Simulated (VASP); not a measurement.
Input of a VASP 6.6.1 run:

File INCAR:

```
SYSTEM = Ta4N
PREC = Accurate ; ENCUT = 520
EDIFF = 1E-6 ; ISMEAR = 0
SIGMA = 0.1 ; LREAL = .False.
LASPH = .True. ; NELM = 150
ALGO = Normal ; ISIF = 2
LWAVE = .False. ; LCHARG = .False.
ISPIN = 2 ; MAGMOM = 1 1 1 1 0
LORBIT = 11 ; LMAXMIX = 4
GGA = PE ; NBANDS = 36
```

The input KPOINTS:

```
Automatic mesh
0
Gamma
  4 4 4
  0 0 0
```

File POSCAR:

```
Ta4N
1.0
    4.5610398400      0.0000000000      0.0000000000
    0.0000000000      4.5610398400      0.0000000000
    0.0000000000      0.0000000000      4.5610398400
Ta N
4 1
Direct
    0.2437810800      0.7562189200      0.7562189200
    0.7562189200      0.2437810800      0.7562189200
    0.7562189200      0.7562189200      0.2437810800
    0.2437810800      0.2437810800      0.2437810800
    0.0000000000      0.0000000000      0.0000000000
```

Potentials or basis: VASP PAW PBE potentials, release 64 (Ta_pv, N).

The run is started by

```bash
$ cat potpaw_PBE.64/Ta_pv/POTCAR potpaw_PBE.64/N/POTCAR > POTCAR
$ mpirun -np 1 vasp_std > vasp.out
```

Q: Estimate the pressure.

A: -8.6 GPa.

Q: What does it give for the largest force?

A: 2.510 eV/Å.

Forces in eV/Å, atoms in the order of the input:
```
Ta   1.449 -1.449 -1.449
Ta  -1.449  1.449 -1.449
Ta  -1.449 -1.449  1.449
Ta   1.449  1.449  1.449
N    0.000  0.000  0.000
```

Caveat: forces of over 1 eV/Å act on the atoms, so gaps and moduli don't describe the material at rest.
